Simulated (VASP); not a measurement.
# Co: single point with RPBE

Crystal: Co.

```xyz
1
Lattice="0.0000 1.7282 1.7282 1.7282 0.0000 1.7282 1.7282 1.7282 0.0000" Properties=species:S:1:pos:R:3 pbc="T T T"
Co    0.0000    0.0000    0.0000
```

This cell differs from its parent crystal: volume scaled by 0.92.

- Program: VASP 6.6.1
- Task: single point
- Functional: RPBE
- Potentials or basis: VASP PAW PBE potentials, release 64 (Co)
- Cutoff: 520 eV
- k mesh: 17 × 17 × 17
- Occupations: fermi-dirac, width 0.05 eV
- Spin: collinear spin, ferromagnetic start
- Starting moments: [1.772] μB
- Dipole correction: no
- Further INCAR settings: ALGO = Normal; EDIFF = 1e-06; NBANDS = 14

* Pressure: 19.2 GPa
* Net moment: 1.64 μB per cell
* Site moments: Co +1.65 μB
* Valence electrons inside the program's atomic spheres: Co 8.38

Levels at points of the mesh, in eV from the Fermi level:
Spin up:
```csv
k point,band 3,band 4,band 5,band 6,band 7,band 8
"(0.00, 0.00, 0.00)",-2.84,-2.84,-1.71,-1.71,23.45,28.22
```
Spin down:
| k point | band 1 | band 2 | band 3 | band 4 | band 5 | band 6 | band 7 | band 8 | band 9 |
| --- | --- | --- | --- | --- | --- | --- | --- | --- | --- |
| (0.00, 0.00, 0.00) | -9.31 | -1.23 | -1.23 | -1.23 | 0.34 | 0.34 | 23.07 | 28.32 | 28.32 |

Run time: 39 s on 1 thread of Intel(R) Xeon(R) Platinum 8488C (Sapphire Rapids), with other jobs on the host, peak memory 0.15 GiB.

Caveat: the PAW data sets were made with another functional, which shifts forces and pressure a little.
